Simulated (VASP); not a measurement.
Set up this calculation in VASP 6.6.1, as the native input.

* Task: relaxation of cell and atoms
* Functional: PBE
* Potentials or basis: VASP PAW PBE potentials, release 64 (Sr_sv, Ir)
* Cutoff: 600 eV
* k mesh: 4 × 4 × 4
* Occupations: gaussian, width 0.1 eV
* Spin: no spin polarisation
* Dipole correction: no
* Further INCAR settings: ALGO = Fast; EDIFF = 1e-06; IBRION = 2; EDIFFG = -0.04; NSW = 90; ISIF = 3

The structure of Sr3Ir lies in POSCAR:

```
Sr3Ir
1.0
    4.7718083251      0.0000000000      0.0000000000
    0.0000000000      4.7718083251      0.0000000000
    0.0000000000      0.0000000000      4.7718083251
Sr Ir
3 1
Direct
    0.0000000000      0.5000000000      0.5000000000
    0.5000000000      0.0000000000      0.5000000000
    0.5000000000      0.5000000000      0.0000000000
    0.0000000000      0.0000000000      0.0000000000
```

These files were run (other wordings do the same):

INCAR

```
ALGO = Fast ; EDIFF = 1E-6
EDIFFG = -0.04 ; ENCUT = 600
GGA = PE ; IBRION = 2
ISIF = 3 ; ISMEAR = 0
LASPH = True ; LCHARG = False
LREAL = False ; LWAVE = False
NELM = 60 ; NSW = 90
PREC = Accurate ; SIGMA = 0.1
```

KPOINTS

```
k-points
0
Gamma
  4 4 4
```

Potentials or basis: VASP PAW PBE potentials, release 64 (Sr_sv, Ir).

Launch:

```bash
$ cat potpaw_PBE.64/Sr_sv/POTCAR potpaw_PBE.64/Ir/POTCAR > POTCAR
$ mpirun -np 1 vasp_std > vasp.out
```

It gave:

```json
{
  "Relaxed volume": "31.80 Å³/atom",
  "Relaxed cell": "a = 5.029 Å, b = 5.029 Å, c = 5.029 Å, α = 90.00°, β = 90.00°, γ = 90.00°",
  "Space group after relaxing (to 0.1 Å)": "Pm-3m (No. 221)",
  "Energy gained by relaxing": "71.0 meV/atom",
  "Ionic steps": "3",
  "Pressure after relaxing": "-0.1 GPa",
  "Band gap on the k mesh": "zero (an odd number of electrons rules out a gap without spin polarisation)"
}
```

Caveat: the volume moved by over 15 % at a fixed basis, so the end points are rough; spin-orbit coupling is left out, which moves the levels of the heavy elements.

Wall time 70 s on 1 thread of Intel(R) Xeon(R) 6975P-C (Granite Rapids), on a shared host, peak memory 0.26 GiB.
